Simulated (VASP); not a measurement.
A run of VASP 6.6.1 is set up as follows.

Contents of INCAR:

```
SYSTEM = C
PREC = Accurate
ENCUT = 520
EDIFF = 1E-6
ISMEAR = 0
SIGMA = 0.05
LREAL = .False.
LASPH = .True.
NELM = 100
ALGO = Normal
ISIF = 2
LWAVE = .False.
LCHARG = .False.
GGA = PS
NBANDS = 31
```

KPOINTS

```
Automatic mesh
0
Gamma
  11 7 3
  0 0 0
```

File POSCAR:

```
C
1.0
   -2.1294220588     -1.2294315772      0.0088643343
    1.3950280734      0.0000000000     -3.6324024213
    4.9932381030     -8.6060210402      3.6058094183
C
10
Direct
    0.8333137556      0.1666290038      0.1666694635
    0.4333137556      0.3666290038      0.3666694635
    0.0333137556      0.5666290038      0.5666694635
    0.6333137556      0.7666290038      0.7666694635
    0.2333137556      0.9666290038      0.9666694635
    0.7666862444      0.0333709962      0.0333305365
    0.3666862444      0.2333709962      0.2333305365
    0.9666862444      0.4333709962      0.4333305365
    0.5666862444      0.6333709962      0.6333305365
    0.1666862444      0.8333709962      0.8333305365
```

Potentials or basis: VASP PAW PBE potentials, release 64 (C).

Command:

```console
$ cat potpaw_PBE.64/C/POTCAR > POTCAR
$ mpirun -np 1 vasp_std > vasp.out
```

Question: Estimate the largest force.

Answer: 0.040 eV/Å.

Question: Estimate the pressure.

Answer: 0.6 GPa.

Forces on the atoms (eV/Å):
```
C   -0.020  0.035 -0.001
C   -0.020  0.035 -0.001
C   -0.020  0.035 -0.001
C   -0.020  0.035 -0.001
C   -0.020  0.035 -0.001
C    0.020 -0.035  0.001
C    0.020 -0.035  0.001
C    0.020 -0.035  0.001
C    0.020 -0.035  0.001
C    0.020 -0.035  0.001
```

Caveat: this functional lacks dispersion, which binds the layers, so the pressure and a relaxed spacing across them are unreliable; the PAW data sets were made with another functional, which shifts forces and pressure a little.
